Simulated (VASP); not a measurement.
A run of VASP 6.6.1 is set up as follows.

The input INCAR:

```
SYSTEM = Nb2PdSe4
PREC = Accurate ; ENCUT = 520
EDIFF = 1E-6 ; ISMEAR = 0
SIGMA = 0.1 ; LREAL = .False.
LASPH = .True. ; NELM = 80
ALGO = Normal ; ISIF = 2
LWAVE = .False. ; LCHARG = .False.
GGA = PE ; NBANDS = 73
KPAR = 4
```

File KPOINTS:

```
regular mesh
0
Gamma
  4 10 6
  0 0 0
```

Contents of POSCAR:

```
Nb2PdSe4
1.0
   13.1326033829      0.0000000000      0.0000000000
    0.0000000000      3.5235636779      0.0000000000
    0.0000000000      0.0000000000      6.1236025450
Nb Pd Se
4 2 8
Direct
    0.2500000000      0.0000000000      0.0230699994
    0.2500000000      0.5000000000      0.4902999658
    0.7500000000      0.0000000000      0.9769300006
    0.7500000000      0.5000000000      0.5097000342
    0.5000000000      0.0000000000      0.0000000000
    0.0000000000      0.0000000000      0.0000000000
    0.1191782046      0.0000000000      0.3479399293
    0.3808217954      0.0000000000      0.3479399293
    0.3708418497      0.5000000000      0.8344259211
    0.1291581503      0.5000000000      0.8344259211
    0.6191782046      0.0000000000      0.6520600707
    0.8808217954      0.0000000000      0.6520600707
    0.6291581503      0.5000000000      0.1655740789
    0.8708418497      0.5000000000      0.1655740789
```

Potentials or basis: VASP PAW PBE potentials, release 64 (Nb_sv, Pd, Se).

Launch:

```sh
$ cat potpaw_PBE.64/Nb_sv/POTCAR potpaw_PBE.64/Pd/POTCAR potpaw_PBE.64/Se/POTCAR > POTCAR
$ mpirun -np 4 vasp_std > vasp.out
```

Q: Predict the largest force.

A: 0.005 eV/Å.

Q: What does it give for the pressure?

A: 0.0 GPa.

Q: What does it give for the band gap on the k mesh?

A: Zero (bands 60 and 61 overlap by 0.44 eV).

Forces on the atoms (eV/Å):
```
Nb   0.000  0.000  0.004
Nb   0.000  0.000 -0.005
Nb   0.000  0.000 -0.004
Nb   0.000  0.000  0.005
Pd   0.000  0.000  0.000
Pd   0.000  0.000  0.000
Se   0.003  0.000  0.001
Se  -0.003  0.000  0.001
Se  -0.005  0.000 -0.002
Se   0.005  0.000 -0.002
Se   0.003  0.000 -0.001
Se  -0.003  0.000 -0.001
Se   0.005  0.000  0.002
Se  -0.005  0.000  0.002
```
